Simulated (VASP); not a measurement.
Write the native input for VASP 6.6.1 that does the following.

- Task: relaxation of cell and atoms
- Functional: PBEsol
- Potentials or basis: VASP PAW PBE potentials, release 64 (Cu_sv_GW)
- Cutoff: 700 eV
- k mesh: 8 × 8 × 8
- Occupations: gaussian, width 0.1 eV
- Spin: no spin polarisation
- Dipole correction: no
- Second run: valence_matched
- Further INCAR settings: ALGO = Normal; EDIFF = 1e-07; IBRION = 2; EDIFFG = -0.04; NSW = 90; ISIF = 3

The structure of Cu lies in POSCAR:

```
Cu
1.0
   -2.2083209824      2.2083209824      1.2046798603
    2.2083209824     -2.2083209824      1.2046798603
    2.2083209824      2.2083209824     -1.2046798603
Cu
2
Direct
    0.0000000000      0.0000000000      0.0000000000
    0.7500000000      0.2500000000      0.5000000000
```

These files were run (other wordings do the same):

INCAR

```
SYSTEM = Cu
PREC = Accurate ; ENCUT = 700
EDIFF = 1E-7 ; ISMEAR = 0
SIGMA = 0.1 ; LREAL = .False.
LASPH = .True. ; NELM = 120
ALGO = Normal ; ISIF = 3
LWAVE = .False. ; LCHARG = .False.
GGA = PS ; IBRION = 2
NSW = 90 ; EDIFFG = -0.04
GGA_COMPAT = .False. ; NELMIN = 4
```

KPOINTS

```
Automatic mesh
0
Gamma
  8 8 8
  0 0 0
```

Potentials or basis: VASP PAW PBE potentials, release 64 (Cu_sv_GW).

Command:

```sh
$ cat potpaw_PBE.64/Cu_sv_GW/POTCAR > POTCAR
$ mpirun -np 1 vasp_std > vasp.out
```

It gave:

- Relaxed volume: 12.06 Å³/atom
- Relaxed cell: a = 3.406 Å, b = 3.406 Å, c = 3.406 Å, α = 96.93°, β = 96.93°, γ = 139.35°
- Space group after relaxing (to 0.05 Å): I4_1/amd (No. 141)
- Energy gained by relaxing: 17.6 meV/atom
- Ionic steps: 5
- Pressure after relaxing: 0.0 GPa
- Band gap on the k mesh: zero (band 19 reaches 9.36 eV, above the bottom of band 20 at 5.36 eV)

Caveat: the k points lie up to 0.37 Å⁻¹ apart in the final cell; the PAW data sets were made with another functional, which shifts forces and pressure a little.

It took 2.9 min on 1 thread of Intel(R) Xeon(R) 6975P-C (Granite Rapids), with other jobs on the host, peak memory 0.22 GiB.
